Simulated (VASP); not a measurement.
# Si (Imma) in VASP: G0W0 quasiparticle levels with PBEsol

Aim: the G0W0 quasiparticle levels of Si with PBEsol.

Everything below comes from runs of VASP 6.6.1. Logs are shortened: lines on timing, memory, paths and dates and some standing lists are left out, and cuts for length are marked.

### Step 1. The cell of the first run

Symmetry: Imma, No. 74, orthorhombic system. Conventional cell: a = 3.840 Å, b = 3.881 Å, c = 5.413 Å, α = 90.00°, β = 90.00°, γ = 90.00°. Si (site symmetry mm2) has 4 Si at 2.35 to 2.36 Å within 3.1 Å.

### Step 2. G0W0 quasiparticle levels, PBEsol

The input, POSCAR:

```
Si
1.0
    0.0144571039      2.7295416308      2.7066447005
    2.7295416308      0.0144571039      2.7066447005
    2.7439987347      2.7439987347      0.0000000000
Si
2
Direct
    0.0007249342      0.0007249342     -0.0007249342
    0.2492750658      0.2492750658      0.2507249342
```

The input, INCAR.step1:

```
  PREC = Accurate
  ENCUT = 500
  EDIFF = 1E-8
  ISMEAR = 0
  SIGMA = 0.01
  LREAL = F
  LASPH = T
  NELM = 80
  ALGO = Normal
  LWAVE = T
  LCHARG = F
  GGA = PS
```

The input, INCAR.step2:

```
  PREC = Accurate
  ENCUT = 500
  EDIFF = 1E-8
  ISMEAR = 0
  SIGMA = 0.01
  LREAL = F
  LASPH = T
  NELM = 1
  ALGO = Exact
  LWAVE = T
  LCHARG = F
  GGA = PS
  NBANDS = 225
  LOPTICS = T
  ISTART = 1
```

The input, INCAR.step3:

```
  PREC = Accurate
  ENCUT = 500
  EDIFF = 1E-8
  ISMEAR = 0
  SIGMA = 0.01
  LREAL = F
  LASPH = T
  ALGO = EVGW0
  LWAVE = F
  LCHARG = F
  GGA = PS
  NELMGW = 1
  NBANDS = 225
  ENCUTGW = 180.0
  NOMEGA = 96
  PRECFOCK = Fast
  ISTART = 1
  NBANDSGW = 12
  OMEGAMAX = 20
```

The input, KPOINTS:

```
Automatic mesh
0
Gamma
  4 4 4
```

Potentials or basis: VASP PAW PBE potentials, release 64 (Si_GW).

Command:

```
$ cat potpaw_PBE.64/Si_GW/POTCAR > POTCAR
$ cp INCAR.step1 INCAR
$ mpirun -np 1 vasp_std > vasp.out
$ cp INCAR.step2 INCAR
$ mpirun -np 1 vasp_std > vasp.out
$ cp INCAR.step3 INCAR
$ mpirun -np 1 vasp_std > vasp.out
```

OUTCAR:

```text
PREC = Accurate
   ENCUT = 500
   EDIFF = 1E-8
   ISMEAR = 0
   LREAL = F
   LASPH = T
   GGA = PS
   NELMGW = 1
   ENCUTGW = 180.0
   PRECFOCK = Fast
   ISTART = 1

 ion  position               nearest neighbor table
   1  0.001  0.001  0.999-   2 2.35   2 2.35   2 2.36   2 2.36
   2  0.249  0.249  0.251-   1 2.35   1 2.35   1 2.36   1 2.36

  LATTYP: Found a body centered orthorhombic cell.
 ALAT       =     3.8397093609
 B/A-ratio  =     1.0106494687
 C/A-ratio  =     1.4098174867

  Lattice vectors:

 A1 = (   2.7295416308,   0.0144571039,  -2.7066447005)
 A2 = (  -2.7295416308,  -0.0144571039,  -2.7066447005)
 A3 = (   0.0144571039,   2.7295416308,   2.7066447005)

Analysis of symmetry for initial positions (statically):
=====================================================================
 Subroutine PRICEL returns:
 Original cell was already a primitive cell.

 Routine SETGRP: Setting up the symmetry group for a
 body centered orthorhombic supercell.

 Subroutine GETGRP returns: Found  8 space group operations
 (whereof  4 operations were pure point group operations)
 out of a pool of  8 trial point group operations.

The static configuration has the point symmetry C_2v.
 The point group associated with its full space group is D_2h.

Analysis of symmetry for dynamics (positions and initial velocities):
=====================================================================
 Subroutine PRICEL returns:
 Original cell was already a primitive cell.

 Routine SETGRP: Setting up the symmetry group for a
 body centered orthorhombic supercell.

 Subroutine GETGRP returns: Found  8 space group operations
 (whereof  4 operations were pure point group operations)
 out of a pool of  8 trial point group operations.

The dynamic configuration has the point symmetry C_2v.
 The point group associated with its full space group is D_2h.

 Subroutine INISYM returns: Found  8 space group operations
 (whereof  4 operations are pure point group operations),
 and found     1 'primitive' translations

----------------------------------------------------------------------------------------

                                     Primitive cell

  volume of cell :      40.3300

  direct lattice vectors                    reciprocal lattice vectors
     0.014457104  2.729541631  2.706644701    -0.184156329  0.184156329  0.184730563
     2.729541631  0.014457104  2.706644701     0.184156329 -0.184156329  0.184730563
     2.743998735  2.743998735  0.000000000     0.182215827  0.182215827 -0.184730563

  length of vectors
     3.844025502  3.844025502  3.880600226     0.319299997  0.319299997  0.317065603

  position of ions in fractional coordinates (direct lattice)
     0.000724934  0.000724934  0.999275066
     0.249275066  0.249275066  0.250724934

  ion indices of the primitive-cell ions
   primitive index   ion index
                 1           1
                 2           2

----------------------------------------------------------------------------------------

 KPOINTS: Automatic mesh

Automatic generation of k-mesh.
 Grid dimensions read from file:
 generate k-points for:    4    4    4

 Generating k-lattice:

  Cartesian coordinates                     Fractional coordinates (reciprocal lattice)
    -0.046039082  0.046039082  0.046182641     0.250000000  0.000000000  0.000000000
     0.046039082 -0.046039082  0.046182641     0.000000000  0.250000000  0.000000000
     0.045553957  0.045553957 -0.046182641    -0.000000000 -0.000000000  0.250000000

  Length of vectors
     0.079824999  0.079824999  0.079266401

  Shift w.r.t. Gamma in fractional coordinates (k-lattice)
     0.000000000  0.000000000  0.000000000

 Subroutine IBZKPT returns following result:
 ===========================================

 Found     18 irreducible k-points:

 Following reciprocal coordinates:
            Coordinates               Weight
  0.000000  0.000000  0.000000      1.000000
  0.250000 -0.000000  0.000000      4.000000
  0.500000 -0.000000  0.000000      2.000000
  0.250000  0.250000  0.000000      2.000000
  0.500000  0.250000  0.000000      4.000000
 -0.250000  0.250000  0.000000      2.000000
[... 10 lines left out ...]
  0.250000  0.250000  0.500000      2.000000
 -0.250000  0.250000  0.500000      2.000000
   k-points           NKPTS =     18   k-points in BZ     NKDIM =     64   number of bands    NBANDS=    225
   number of dos      NEDOS =    301   number of ions     NIONS =      2
   total plane-waves  NPLWV =  21952
   dimension x,y,z NGX =    28 NGY =   28 NGZ =   28
   dimension x,y,z NGXF=    56 NGYF=   56 NGZF=   56
   ions per type =               2
   NGX,Y,Z   is equivalent  to a cutoff of  12.11, 12.11, 12.00 a.u.
   NGXF,Y,Z  is equivalent  to a cutoff of  24.22, 24.22, 23.99 a.u.
 SYSTEM =  unknown system
   PREC   = accura    normal or accurate (medium, high low for compatibility)
   ISTART =      1    job   : 0-new  1-cont  2-samecut
   ICHARG =      0    charge: 1-file 2-atom 10-const
   ISPIN  =      1    spin polarized calculation?
   LNONCOLLINEAR =      F non collinear calculations
   LSORBIT =      F    spin-orbit coupling
   LASPH  =      T    aspherical Exc in radial PAW
   ENCUT  =  500.0 eV  36.75 Ry    6.06 a.u.   7.01  7.01  7.08*2*pi/ulx,y,z
   NELM   =     60;   NELMIN=  2; NELMDL=  0     # of ELM steps
   EDIFF  = 0.1E-07   stopping-criterion for ELM
   LREAL  =      F    real-space projection
   EDIFFG = 0.1E-06   stopping-criterion for IOM
   NSW    =      0    number of steps for IOM
   IBRION =     -1    ionic relax: 0-MD 1-quasi-New 2-CG
   NFREE  =      0    steps in history (QN), initial steepest desc. (CG)
   ISIF   =      0    stress and relaxation
   ISYM   =      3    0-nonsym 1-usesym 2-fastsym
   POTIM  = 0.5000    time-step for ionic-motion
   TEBEG  =    0.0;   TEEND  =   0.0 temperature during run
   PSTRESS=    0.0 pullay stress
   NELECT =       8.0000    total number of electrons
   NUPDOWN=      -1.0000    fix difference up-down
   EMIN   =  10.00;   EMAX   =-10.00  energy-range for DOS
   EFERMI =   0.00;   METHOD = LEGACY
   ISMEAR =     0;   SIGMA  =   0.01  broadening in eV -4-tet -1-fermi 0-gaus
   EFERMI_NEDOS =   21; number of points for ismear=-14 and -15
   IALGO  =     38    algorithm
   IMIX   =      4    mixing-type and parameters
     AMIX     =   0.40;   BMIX     =  1.00
     AMIX_MAG =   1.60;   BMIX_MAG =  1.00
  volume/ion in A,a.u.               =      20.17       136.08
  Fermi-wavevector in a.u.,A,eV,Ry     =   0.954762  1.804239 12.402681  0.911571
  Thomas-Fermi vector in A             =   2.083539
   LORBIT       =      0    0 simple, 1 ext, 2 COOP (PROOUT), +10 PAW based schemes
   GGA     = PS    functional components
   LHFCALC =     T    Hartree Fock is set to
   PRECFOCK=fast      Normal, Fast or Accurate (Low or Medium for compatibility)
   ENCUT4O =  -1.0   cutoff for four orbital integrals eV
   NKREDX  =     1    reduce k-point grid by
   NKREDY  =     1    reduce k-point grid by
   NKREDZ  =     1    reduce k-point grid by
   AEXX    =    1.0000 exact exchange contribution
   HFSCREEN=    0.0000 screening length (either q_TF or 0.3 A-1)
   HFSCREENC=   0.0000 screening length for correlation (either q_TF or 0.3 A-1)
   ENCUTFOCK=  -1.0 apply spherical cutoff to Coloumb kernel
   IVDW    =     0    specifies the selected vdW correction
   LEPSILON=     F    determine dielectric tensor
   LRPA    =     F    only Hartree local field effects (RPA)
   LRPAFORCE           =     F    calculate RPA forces
   ENCUTGW             = 180.0    cutoff for response function in eV
   ENCUTGWSOFT         = 144.0    soft cutoff for Coulomb kernel in GW response function in eV
   ENCUTLF             =  -1.0    cutoff for local field effects
   NELMGW              =     1    number of iterations in solving QP/BSE equation
   NELMHF              =     1    number of iterations in the inner HF iteration
   NKREDLFX            =     1    NKREDLFY  =   1   NKREDLFZ  =   1
 non-spin polarized calculation
 Gauss-broadening in eV      SIGMA  =   0.01
  energy-cutoff  :      500.00
  volume of cell :       40.33
 maximum number of plane-waves:      1040
  NGX = 16; NGY = 16; NGZ = 16
   NGX = 13   NGY = 13   NGZ = 15
 maximum number of plane-waves:       229

 QP shifts <psi_nk| G(iteration)W_0 |psi_nk>: iteration 1
 for sc-GW calculations column KS-energies equals QP-energies in previous step
 and V_xc(KS)=  KS-energies - (<T + V_ion + V_H > + <T+V_H+V_ion>^1  + <V_x>^1)

 k-point   1 :       0.0000    0.0000    0.0000
  band No.  KS-energies  QP-energies   sigma(KS)   V_xc(KS)     V^pw_x(r,r')   Z            occupation Imag(sigma)

      1      -6.5542      -7.0187     -11.1182     -10.4562     -17.4380       0.7017       2.0000       1.1479
      2       5.3296       4.7497     -12.1290     -11.3671     -12.9565       0.7612       2.0000       0.0154
      3       5.4275       4.8457     -12.1673     -11.4036     -12.9834       0.7619       2.0000       0.0151
      4       5.4353       4.8555     -12.1328     -11.3705     -12.9418       0.7606       2.0000       0.0147
      5       7.8469       7.9490      -9.9966     -10.1310      -5.5802       0.7598       0.0000      -0.0737
      6       7.8604       7.9636     -10.0214     -10.1575      -5.5910       0.7582       0.0000      -0.0745
      7       7.9642       8.0655     -10.0126     -10.1463      -5.5583       0.7580       0.0000      -0.0757
      8       8.6463       8.8352     -10.8004     -11.0543      -5.8328       0.7438       0.0000      -0.0961
      9      12.9856      13.1319      -9.8400     -10.0322      -4.1950       0.7613       0.0000      -0.2093
     10      13.0644      12.9893      -8.1250      -8.0290      -2.6249       0.7826       0.0000      -0.2797
     11      13.1360      13.2810      -9.8493     -10.0411      -4.1673       0.7558       0.0000      -0.2191
     12      16.3583      16.2554      -8.6285      -8.4917      -2.2475       0.7521       0.0000      -0.5809

 k-point   2 :       0.2500   -0.0000    0.0000
  band No.  KS-energies  QP-energies   sigma(KS)   V_xc(KS)     V^pw_x(r,r')   Z            occupation Imag(sigma)
[... 257 lines left out ...]
      1      -2.2592      -2.7487     -11.6851     -10.9726     -16.0299       0.6871       2.0000       0.4474
      2      -2.2592      -2.7487     -11.6851     -10.9726     -16.0299       0.6871       2.0000       0.4474
      3       1.5014       0.9519     -10.7865     -10.0357     -12.8513       0.7320       2.0000       0.0709
      4       1.5014       0.9519     -10.7865     -10.0357     -12.8513       0.7320       2.0000       0.0709
      5       9.6223       9.6281      -9.6874      -9.6951      -4.8990       0.7555       0.0000      -0.1038
      6       9.6223       9.6281      -9.6874      -9.6951      -4.8990       0.7555       0.0000      -0.1038
      7      10.3784      10.4953     -10.0226     -10.1797      -4.6697       0.7439       0.0000      -0.1497
      8      10.3784      10.4953     -10.0226     -10.1797      -4.6697       0.7439       0.0000      -0.1497
      9      15.7605      15.8082     -10.6673     -10.7332      -3.8835       0.7239       0.0000      -0.5254
     10      15.7605      15.8082     -10.6673     -10.7332      -3.8835       0.7239       0.0000      -0.5254
     11      18.2114      18.2766     -10.3847     -10.4729      -3.3838       0.7386       0.0000      -0.7129
     12      18.2114      18.2766     -10.3847     -10.4729      -3.3838       0.7386       0.0000      -0.7129
```

Run time: 3.2 min. Hardware: 1 thread of Intel Xeon 6975P-C (Granite Rapids), shared host; peak memory 0.6 GiB.

Results:

* Quasiparticle gap: 1.04 eV
* Least direct quasiparticle gap: 3.09 eV
* Band gap of the starting levels on the mesh: 0.42 eV
* Least direct gap of the starting levels on the mesh: 2.41 eV

Caveat: the k points lie up to 0.50 Å⁻¹ apart; bands, screening cutoff and mesh are small and nothing is extrapolated, so the quasiparticle values aren't converged.
